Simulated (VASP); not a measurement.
# P in VASP: further runs

Runs on P. Level: PBE+D3(BJ). Tasks: single point.

Everything below comes from runs of VASP 6.6.1. Logs are shortened: lines on timing, memory, paths and dates and some standing lists are left out, and cuts for length are marked.

## (1) The cell of the first run

The cell holds a slab with vacuum, 2 atoms: a = 3.198 Å, b = 3.198 Å, c = 28.000 Å, α = 90.00°, β = 90.00°, γ = 120.00°.

## (2) Single point, PBE+D3(BJ)

INCAR reads:

```
SYSTEM = P
PREC = Accurate
ENCUT = 520
EDIFF = 1E-7
ISMEAR = 0
SIGMA = 0.02
LREAL = .FALSE.
LASPH = .TRUE.
NELM = 80
ALGO = Normal
ISIF = 2
LWAVE = .FALSE.
LCHARG = .TRUE.
LDIPOL = .TRUE.
IDIPOL = 3
DIPOL = 0.5 0.5 0.500
GGA = PE
IVDW = 12
LELF = .TRUE.
LVHAR = .TRUE.
LVACPOTAV = .TRUE.
NBANDS = 12
```

KPOINTS reads:

```
Automatic mesh
0
G
  9 9 1
  0 0 0
```

POSCAR reads:

```
P
1.0
    3.1980000000      0.0000000000      0.0000000000
   -1.5990000000      2.7695492413      0.0000000000
    0.0000000000      0.0000000000     28.0000000000
P
2
Direct
    0.3333333333      0.6666666667      0.5000000000
    0.6666666667      0.3333333333      0.5000000000
```

Potentials or basis: VASP PAW PBE potentials, release 64 (P).

Launch:

```console
$ cat potpaw_PBE.64/P/POTCAR > POTCAR
$ mpirun -np 1 vasp_std > vasp.out
```

OUTCAR:

```text
SYSTEM = P
   PREC = Accurate
   ENCUT = 520
   EDIFF = 1E-7
   ISMEAR = 0
   LREAL = .FALSE.
   LASPH = .TRUE.
   NELM = 80
   ISIF = 2
   GGA = PE
   IVDW = 12
 IVDW          = 12

 ion  position               nearest neighbor table
   1  0.333  0.667  0.500-   2 1.85   2 1.85   2 1.85
   2  0.667  0.333  0.500-   1 1.85   1 1.85   1 1.85

  LATTYP: Found a hexagonal cell.
 ALAT       =     3.1980000000
 C/A-ratio  =     8.7554721701

  Lattice vectors:

 A1 = (   3.1980000000,   0.0000000000,   0.0000000000)
 A2 = (  -1.5990000000,   2.7695492413,   0.0000000000)
 A3 = (   0.0000000000,   0.0000000000,  28.0000000000)

Analysis of symmetry for initial positions (statically):
=====================================================================
 Subroutine PRICEL returns:
 Original cell was already a primitive cell.

 Routine SETGRP: Setting up the symmetry group for a
 hexagonal supercell.

 Subroutine GETGRP returns: Found 24 space group operations
 (whereof 24 operations were pure point group operations)
 out of a pool of 24 trial point group operations.

The static configuration has the point symmetry D_6h.

Analysis of symmetry for dynamics (positions and initial velocities):
=====================================================================
 Subroutine PRICEL returns:
 Original cell was already a primitive cell.

 Routine SETGRP: Setting up the symmetry group for a
 hexagonal supercell.

 Subroutine GETGRP returns: Found 24 space group operations
 (whereof 24 operations were pure point group operations)
 out of a pool of 24 trial point group operations.

The dynamic configuration has the point symmetry D_6h.

 Subroutine INISYM returns: Found 24 space group operations
 (whereof 24 operations are pure point group operations),
 and found     1 'primitive' translations

----------------------------------------------------------------------------------------

                                     Primitive cell

  volume of cell :     247.9965

  direct lattice vectors                    reciprocal lattice vectors
     3.198000000  0.000000000  0.000000000     0.312695435  0.180534793  0.000000000
    -1.599000000  2.769549241  0.000000000     0.000000000  0.361069587  0.000000000
     0.000000000  0.000000000 28.000000000     0.000000000  0.000000000  0.035714286

  length of vectors
     3.198000000  3.198000000 28.000000000     0.361069587  0.361069587  0.035714286

  position of ions in fractional coordinates (direct lattice)
     0.333333333  0.666666667  0.500000000
     0.666666667  0.333333333  0.500000000

  ion indices of the primitive-cell ions
   primitive index   ion index
                 1           1
                 2           2

----------------------------------------------------------------------------------------

 KPOINTS: Automatic mesh

Automatic generation of k-mesh.
 Grid dimensions read from file:
 generate k-points for:    9    9    1

 Generating k-lattice:

  Cartesian coordinates                     Fractional coordinates (reciprocal lattice)
     0.034743937  0.020059421  0.000000000     0.111111111 -0.000000000  0.000000000
     0.000000000  0.040118843  0.000000000     0.000000000  0.111111111  0.000000000
     0.000000000  0.000000000  0.035714286     0.000000000  0.000000000  1.000000000

  Length of vectors
     0.040118843  0.040118843  0.035714286

  Shift w.r.t. Gamma in fractional coordinates (k-lattice)
     0.000000000  0.000000000  0.000000000

 Subroutine IBZKPT returns following result:
 ===========================================

 Found     12 irreducible k-points:

 Following reciprocal coordinates:
            Coordinates               Weight
  0.000000  0.000000  0.000000      1.000000
  0.111111 -0.000000  0.000000      6.000000
  0.222222  0.000000  0.000000      6.000000
  0.333333 -0.000000  0.000000      6.000000
  0.444444  0.000000  0.000000      6.000000
  0.111111  0.111111  0.000000      6.000000
  0.222222  0.111111  0.000000     12.000000
  0.333333  0.111111  0.000000     12.000000
  0.444444  0.111111  0.000000      6.000000
  0.222222  0.222222  0.000000      6.000000
  0.333333  0.222222  0.000000     12.000000
  0.333333  0.333333  0.000000      2.000000
   k-points           NKPTS =     12   k-points in BZ     NKDIM =     12   number of bands    NBANDS=     12
   number of dos      NEDOS =    301   number of ions     NIONS =      2
   total plane-waves  NPLWV = 120960
   dimension x,y,z NGX =    24 NGY =   24 NGZ =  210
   dimension x,y,z NGXF=    48 NGYF=   48 NGZF=  420
   ions per type =               2
   NGX,Y,Z   is equivalent  to a cutoff of  12.48, 12.48, 12.47 a.u.
   NGXF,Y,Z  is equivalent  to a cutoff of  24.95, 24.95, 24.94 a.u.
 SYSTEM =  P
   PREC   = accura    normal or accurate (medium, high low for compatibility)
   ISTART =      0    job   : 0-new  1-cont  2-samecut
   ICHARG =      2    charge: 1-file 2-atom 10-const
   ISPIN  =      1    spin polarized calculation?
   LNONCOLLINEAR =      F non collinear calculations
   LSORBIT =      F    spin-orbit coupling
   LASPH  =      T    aspherical Exc in radial PAW
   ENCUT  =  520.0 eV  38.22 Ry    6.18 a.u.   5.95  5.95 52.06*2*pi/ulx,y,z
   NELM   =     80;   NELMIN=  2; NELMDL= -5     # of ELM steps
   EDIFF  = 0.1E-06   stopping-criterion for ELM
   LREAL  =      F    real-space projection
   EDIFFG = 0.1E-05   stopping-criterion for IOM
   NSW    =      0    number of steps for IOM
   IBRION =     -1    ionic relax: 0-MD 1-quasi-New 2-CG
   NFREE  =      0    steps in history (QN), initial steepest desc. (CG)
   ISIF   =      2    stress and relaxation
   ISYM   =      2    0-nonsym 1-usesym 2-fastsym
   POTIM  = 0.5000    time-step for ionic-motion
   TEBEG  =    0.0;   TEEND  =   0.0 temperature during run
   PSTRESS=    0.0 pullay stress
   NELECT =      10.0000    total number of electrons
   NUPDOWN=      -1.0000    fix difference up-down
   EMIN   =  10.00;   EMAX   =-10.00  energy-range for DOS
   EFERMI =   0.00;   METHOD = LEGACY
   ISMEAR =     0;   SIGMA  =   0.02  broadening in eV -4-tet -1-fermi 0-gaus
   EFERMI_NEDOS =   21; number of points for ismear=-14 and -15
   IALGO  =     38    algorithm
   IMIX   =      4    mixing-type and parameters
     AMIX     =   0.40;   BMIX     =  1.00
     AMIX_MAG =   1.60;   BMIX_MAG =  1.00
  volume/ion in A,a.u.               =     124.00       836.78
  Fermi-wavevector in a.u.,A,eV,Ry     =   0.561383  1.060861  4.287895  0.315151
  Thomas-Fermi vector in A             =   1.597658
   LORBIT       =      0    0 simple, 1 ext, 2 COOP (PROOUT), +10 PAW based schemes
   GGA     = PE    functional components
   LHFCALC =     F    Hartree Fock is set to
   AEXX    =    0.0000 exact exchange contribution
   IVDW    =    12    specifies the selected vdW correction
   LEPSILON=     F    determine dielectric tensor
   LRPA    =     F    only Hartree local field effects (RPA)
 non-spin polarized calculation
 Gauss-broadening in eV      SIGMA  =   0.02
  energy-cutoff  :      520.00
  volume of cell :      248.00
 maximum number of plane-waves:      6744
 NGX is ok and might be reduce to    24
   NGX = 11   NGY = 11   NGZ =105

 dipolmoment           0.000000      0.000000      0.000000 electrons x Angstroem

 number of electron      10.0000000 magnetization

 dipolmoment           0.000000      0.000000     -0.000000 electrons x Angstroem

 Free energy of the ion-electron system (eV)
  ---------------------------------------------------
  ext. energy  EPLUGINS =         0.00000000
  ---------------------------------------------------
  free energy    TOTEN  =        -6.05676901 eV

  energy without entropy =       -6.05612659  energy(sigma->0) =       -6.05644780

 E-fermi :  -1.9494     XC(G=0):  -1.6542

 val. band max:       -2.2984211561   @ k =   0.2222   0.2222   0.0000
 cond. band min:      -1.9298900306   @ k =   0.2222   0.1111   0.0000
 fundamental gap:      0.3685311256
 Fermi energy:        -1.9494485211

 k-point     1 :       0.0000    0.0000    0.0000
  band No.  band energies     occupation
      1     -20.6666      2.00000
      2      -9.4367      2.00000
      3      -7.6817      2.00000
      4      -7.6817      2.00000
      5      -1.5954      0.00000
      6      -1.5954      0.00000
      7      -0.4826      0.00000
      8       0.0017      0.00000
      9       1.2874      0.00000
     10       1.5934      0.00000
     11       1.9988      0.00000
     12       2.0951      0.00000

 k-point     2 :       0.1111   -0.0000    0.0000
  band No.  band energies     occupation
      1     -20.4572      2.00000
      2      -9.2336      2.00000
      3      -8.7320      2.00000
      4      -8.0071      2.00000
      5      -1.8485      0.00000
      6      -0.8634      0.00000
      7      -0.2465      0.00000
      8       0.9373      0.00000
      9       1.5244      0.00000
     10       1.8354      0.00000
     11       2.2390      0.00000
     12       2.3371      0.00000

 k-point     3 :       0.2222    0.0000    0.0000
  band No.  band energies     occupation
      1     -19.8371      2.00000
      2     -10.8559      2.00000
      3      -8.6512      2.00000
      4      -8.6319      2.00000
      5      -2.5761      2.00000
      6       0.4446      0.00000
      7       0.6236      0.00000
      8       0.9973      0.00000
      9       2.2409      0.00000
     10       2.5608      0.00000
     11       2.9610      0.00000
     12       3.0290      0.00000
[... 106 lines left out ...]
 k-point    11 :       0.3333    0.2222    0.0000
  band No.  band energies     occupation
      1     -17.0482      2.00000
      2     -14.9373      2.00000
      3     -11.5979      2.00000
      4      -5.9441      2.00000
      5      -3.7849      2.00000
      6      -0.1682      0.00000
      7       1.2061      0.00000
      8       3.2394      0.00000
      9       3.5508      0.00000
     10       5.8843      0.00000
     11       6.1480      0.00000
     12       6.3180      0.00000

 k-point    12 :       0.3333    0.3333    0.0000
  band No.  band energies     occupation
      1     -15.9064      2.00000
      2     -15.9064      2.00000
      3     -12.2424      2.00000
      4      -4.8277      2.00000
      5      -4.8277      2.00000
      6       0.5340      0.00000
      7       1.5120      0.00000
      8       3.5217      0.00000
      9       3.5217      0.00000
     10       6.2015      0.00000
     11       6.2015      0.00000
     12       7.0089      0.00000

------------------------ aborting loop because EDIFF is reached ----------------------------------------

 vacuum level on the upper side and lower side of the slab       (xc-potential included)        -0.085        -0.085

 Edisp (eV)   -0.46255

 E8    (eV) :    -0.1890

  FORCE on cell =-STRESS in cart. coord.  units (eV):
  Direction    XX          YY          ZZ          XY          YZ          ZX
  --------------------------------------------------------------------------------------
  -------------------------------------------------------------------------------------
  Total      21.47234    21.47234    -0.01170     0.00000     0.00000     0.00000
  in kB     138.72168   138.72168    -0.07561     0.00000     0.00000     0.00000
  external pressure =       92.46 kB  Pullay stress =        0.00 kB

 VOLUME and BASIS-vectors are now :
 -----------------------------------------------------------------------------
  energy-cutoff  :      520.00
  volume of cell :      248.00
      direct lattice vectors                 reciprocal lattice vectors
     3.198000000  0.000000000  0.000000000     0.312695435  0.180534793  0.000000000
    -1.599000000  2.769549241  0.000000000     0.000000000  0.361069587  0.000000000
     0.000000000  0.000000000 28.000000000     0.000000000  0.000000000  0.035714286

 POSITION                                       TOTAL-FORCE (eV/Angst)
 -----------------------------------------------------------------------------------
     -0.00000      1.84637     14.00000        -0.000000      0.000000      0.000000
      1.59900      0.92318     14.00000         0.000000     -0.000000     -0.000000
 -----------------------------------------------------------------------------------
    total drift:                               -0.000000     -0.000000      0.000000

  FREE ENERGIE OF THE ION-ELECTRON SYSTEM (eV)
  ---------------------------------------------------
  free  energy   TOTEN  =        -6.5193192809 eV

  energy  without entropy=       -6.5186768599  energy(sigma->0) =       -6.51899807

 vacuum level on the upper side and lower side of the slab         1.564         1.564
```

It took 62 s on 1 thread of Intel Xeon Platinum 8259CL at 2.50GHz (Skylake/Cascade Lake), shared host; peak memory 0.33 GiB.

What came out:

- Free energy: -6.5193 eV
- Band gap on the k mesh: zero (band 5 reaches -1.60 eV, above the bottom of band 6 at -3.59 eV)
- Dispersion energy per atom: -0.231 eV
- Work function of the upper face: 3.51 eV
- Work function of the lower face: 3.51 eV

[end of part 1 of 2]
